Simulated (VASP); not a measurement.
A run of VASP 6.6.1 is set up as follows.

INCAR

```
SYSTEM = W
PREC = Accurate ; ENCUT = 520
EDIFF = 1E-6 ; ISMEAR = -1
SIGMA = 0.05 ; LREAL = .False.
LASPH = .True. ; NELM = 100
ALGO = Normal ; ISIF = 2
LWAVE = .False. ; LCHARG = .True.
LELF = .True. ; LVHAR = .True.
NBANDS = 13
```

KPOINTS

```
Automatic mesh
0
Gamma
  8 8 8
  0 0 0
```

The input POSCAR:

```
W
1.0
    0.0497100000      2.0254600000      2.0545000000
    2.0930100000      0.0134100000      2.0908000000
    2.1083700000      2.0771200000     -0.0019500000
W
1
Direct
    0.0000000000      0.0000000000      0.0000000000
```

Potentials or basis: VASP PAW LDA potentials, release 64 (W_sv).

Launch:

```sh
$ cat potpaw_LDA.64/W_sv/POTCAR > POTCAR
$ mpirun -np 1 vasp_std > vasp.out
```

(1) Predict the pressure.

(2) Predict the band gap on the k mesh.

## Answers

(1) -27.2 GPa.

(2) zero (band 7 reaches 12.44 eV, above the bottom of band 8 at 8.96 eV).

Caveat: spin-orbit coupling is left out, which moves the levels of the heavy elements.
